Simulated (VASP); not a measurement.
# Cu in VASP: relaxation of the atoms with PBEsol

Aim: the relaxation of the atoms of Cu with PBEsol.

All numbers are computed with VASP 6.6.1; they aren't measurements. Logs are shortened: lines on timing, memory, paths and dates and some standing lists are left out, and cuts for length are marked.

## 1. The cell of the first run

The cell holds a slab with vacuum, 6 atoms: a = 2.534 Å, b = 2.534 Å, c = 22.281 Å, α = 90.00°, β = 90.00°, γ = 120.00°.

## 2. Relaxation of the atoms, PBEsol

File INCAR:

```
SYSTEM = Cu
ALGO = Normal
DIPOL = 0.5 0.5 0.500
EDIFF = 1E-6
EDIFFG = -0.03
ENCUT = 520
GGA = PS
IBRION = 2
IDIPOL = 3
ISIF = 2
ISMEAR = -1
LASPH = .TRUE.
LCHARG = .FALSE.
LDIPOL = .TRUE.
LREAL = .FALSE.
LWAVE = .FALSE.
NELM = 60
NSW = 50
PREC = Accurate
SIGMA = 0.05
```

File KPOINTS:

```
k-points
0
G
  8 8 1
  0 0 0
```

File POSCAR:

```
Cu
1.0
    2.5340966700      0.0000000000      0.0000000000
   -1.2670483300      2.1945920900      0.0000000000
    0.0000000000      0.0000000000     22.2814275000
Cu
6
Selective dynamics
Direct
    0.3333333300      0.6666666700      0.2692825673  F F F
    0.6666666700      0.3333333300      0.3615695404  F F F
    0.3333333300      0.6666666700      0.4538565135  F F F
    0.6666666700      0.3333333300      0.5461434865  T T T
    0.3333333300      0.6666666700      0.6384304596  T T T
    0.6666666700      0.3333333300      0.7307174327  T T T
```

Potentials or basis: VASP PAW PBE potentials, release 64 (Cu).

Command:

```
cat potpaw_PBE.64/Cu/POTCAR > POTCAR
mpirun -np 1 vasp_std > vasp.out
```

OUTCAR:

```text
SYSTEM = Cu
   EDIFF = 1E-6
   EDIFFG = -0.03
   ENCUT = 520
   GGA = PS
   IBRION = 2
   ISIF = 2
   ISMEAR = -1
   LASPH = .TRUE.
   LREAL = .FALSE.
   NELM = 60
   NSW = 50
   PREC = Accurate

 ion  position               nearest neighbor table
   1  0.333  0.667  0.269-   2 2.52   2 2.52   2 2.52
   2  0.667  0.333  0.362-   1 2.52   3 2.52   1 2.52   3 2.52   1 2.52   3 2.52
   3  0.333  0.667  0.454-   4 2.52   4 2.52   2 2.52   2 2.52   4 2.52   2 2.52
   4  0.667  0.333  0.546-   3 2.52   3 2.52   5 2.52   5 2.52   3 2.52   5 2.52
   5  0.333  0.667  0.638-   6 2.52   4 2.52   6 2.52   4 2.52   6 2.52   4 2.52
   6  0.667  0.333  0.731-   5 2.52   5 2.52   5 2.52

  LATTYP: Found a hexagonal cell.
 ALAT       =     2.5340966700
 C/A-ratio  =     8.7926509528

  Lattice vectors:

 A1 = (   2.5340966700,   0.0000000000,   0.0000000000)
 A2 = (  -1.2670483300,   2.1945920900,   0.0000000000)
 A3 = (   0.0000000000,   0.0000000000,  22.2814275000)

Analysis of symmetry for initial positions (statically):
=====================================================================
 Subroutine PRICEL returns:
 Original cell was already a primitive cell.

 Routine SETGRP: Setting up the symmetry group for a
 hexagonal supercell.

 Subroutine GETGRP returns: Found 12 space group operations
 (whereof 12 operations were pure point group operations)
 out of a pool of 24 trial point group operations.

The static configuration has the point symmetry D_3d.

Analysis of symmetry for dynamics (positions and initial velocities):
=====================================================================
 Subroutine PRICEL returns:
 Original cell was already a primitive cell.

 Routine SETGRP: Setting up the symmetry group for a
 hexagonal supercell.

 Subroutine GETGRP returns: Found 12 space group operations
 (whereof 12 operations were pure point group operations)
 out of a pool of 24 trial point group operations.

The dynamic configuration has the point symmetry D_3d.

Analysis of constrained symmetry for selective dynamics:
=====================================================================
 Subroutine PRICEL returns:
 Original cell was already a primitive cell.

 Routine SETGRP: Setting up the symmetry group for a
 hexagonal supercell.

 Subroutine GETGRP returns: Found  6 space group operations
[... 121 lines left out ...]
   GGA     = PS    functional components
   LHFCALC =     F    Hartree Fock is set to
   AEXX    =    0.0000 exact exchange contribution
   IVDW    =     0    specifies the selected vdW correction
   LEPSILON=     F    determine dielectric tensor
   LRPA    =     F    only Hartree local field effects (RPA)
 conjugate gradient relaxation of ions
 non-spin polarized calculation
  energy-cutoff  :      520.00
  volume of cell :      123.91
 maximum number of plane-waves:      3383
 NGX is ok and might be reduce to    20
   NGX =  9   NGY =  9   NGZ = 83

--------------------------------------- Ionic step        1  -------------------------------------------

 number of electron      65.9999928 magnetization

 Free energy of the ion-electron system (eV)
  ---------------------------------------------------
  ext. energy  EPLUGINS =         0.00000000
  ---------------------------------------------------
  free energy    TOTEN  =       -24.56280466 eV

  energy without entropy =      -24.51949729  energy(sigma->0) =      -24.54115097

------------------------ aborting loop because EDIFF is reached ----------------------------------------

  FORCE on cell =-STRESS in cart. coord.  units (eV):
  Direction    XX          YY          ZZ          XY          YZ          ZX
  --------------------------------------------------------------------------------------
  -------------------------------------------------------------------------------------
  Total       -1.9114261     -1.9114261     -0.0446151     -0.0000000      0.0000000     -0.0000000
  in kB      -24.7142880    -24.7142880     -0.5768621     -0.0000001      0.0000000     -0.0000000
  external PRESSURE =     -16.6684794 kB  Pullay stress =       0.0000000 kB
[... 21 lines left out ...]
  FREE ENERGIE OF THE ION-ELECTRON SYSTEM (eV)
  ---------------------------------------------------
  free  energy   TOTEN  =       -24.5628046555 eV

  energy  without entropy=      -24.5194972905  energy(sigma->0) =      -24.54115097

 dipolmoment           0.000000      0.000000     -0.000021 electrons x Angstroem

--------------------------------------- Ionic step        2  -------------------------------------------

 number of electron      65.9999929 magnetization

------------------------ aborting loop because EDIFF is reached ----------------------------------------
[... 35 lines left out ...]
--------------------------------------- Ionic step        3  -------------------------------------------

 number of electron      65.9999930 magnetization

 dipolmoment           0.000000      0.000000      0.000106 electrons x Angstroem

 Free energy of the ion-electron system (eV)
  ---------------------------------------------------
  ext. energy  EPLUGINS =         0.00000000
  ---------------------------------------------------
  free energy    TOTEN  =       -24.56317767 eV

  energy without entropy =      -24.51998857  energy(sigma->0) =      -24.54158312

 E-fermi :   2.1245     XC(G=0):  -8.0572

 val. band max:        2.0841124206   @ k =   0.2500   0.0000   0.0000
 cond. band min:       2.1537778536   @ k =   0.3750   0.1250   0.0000
 fundamental gap:      0.0696654330
 Fermi energy:         2.1244853132

 k-point     1 :       0.0000    0.0000    0.0000
  band No.  band energies     occupation
      1      -7.1811      2.00000
      2      -6.5732      2.00000
      3      -5.5307      2.00000
      4      -4.3236      2.00000
      5      -3.4097      2.00000
      6      -3.0662      2.00000
[... 409 lines left out ...]
     38       7.9748      0.00000
     39       8.2147      0.00000

------------------------ aborting loop because EDIFF is reached ----------------------------------------

 vacuum level on the upper side and lower side of the slab       (xc-potential included)        -0.228        -0.225

  FORCE on cell =-STRESS in cart. coord.  units (eV):
  Direction    XX          YY          ZZ          XY          YZ          ZX
  --------------------------------------------------------------------------------------
  -------------------------------------------------------------------------------------
  Total       -1.9279851     -1.9279851     -0.0583362     -0.0000000      0.0000000     -0.0000000
  in kB      -24.9283909    -24.9283909     -0.7542729     -0.0000001      0.0000000     -0.0000000
  external PRESSURE =     -16.8703516 kB  Pullay stress =       0.0000000 kB
[... 21 lines left out ...]
  FREE ENERGIE OF THE ION-ELECTRON SYSTEM (eV)
  ---------------------------------------------------
  free  energy   TOTEN  =       -24.5631776713 eV

  energy  without entropy=      -24.5199885686  energy(sigma->0) =      -24.54158312

 reached required accuracy - stopping structural energy minimisation

 vacuum level on the upper side and lower side of the slab         6.855         6.859
```

Run time: 5.6 min. Hardware: 1 thread of Intel Xeon 8259CL, shared host; peak memory 0.25 GiB.

Results:

```yaml
Free_energy: -24.5632 eV
Energy_gained_by_relaxing: 0.1 meV/atom
Ionic_steps: 3
Band_gap_on_the_k_mesh: zero (bands 33 and 34 overlap by 4.47 eV)
```

The path:
| step | energy change (eV) | largest force on free atoms (eV/Å) | pressure (GPa) |
| --- | --- | --- | --- |
| 1 | 0.0000 | 0.0801 | -1.67 |
| 2 | -0.0003 | 0.0395 | -1.67 |
| 3 | -0.0004 | 0.0148 | -1.69 |

Final structure:
```xyz
6
Lattice="2.5341 0.0000 0.0000 -1.2670 2.1946 0.0000 0.0000 0.0000 22.2814" Properties=species:S:1:pos:R:3 pbc="T T T"
Cu    0.0000    1.4631    6.0000
Cu    1.2670    0.7315    8.0563
Cu    0.0000    1.4631   10.1126
Cu    1.2670    0.7315   12.1756
Cu    0.0000    1.4631   14.2210
Cu    1.2670    0.7315   16.2825
```

Levels at points of the mesh, in eV from the Fermi level:
```
           k point  band 30  band 31  band 32  band 33  band 34  band 35  band 36  band 37  band 38  band 39
(0.00, 0.00, 0.00)    -1.73    -1.73    -1.66    -1.66    -1.63    -1.63    -0.85    -0.36     4.51     4.56
(0.50, 0.00, 0.00)    -1.39     0.03     0.04     0.45     1.10     1.51     1.67     5.02     5.10     5.83
```

Caveat: the PAW data sets were made with another functional, which shifts forces and pressure a little.
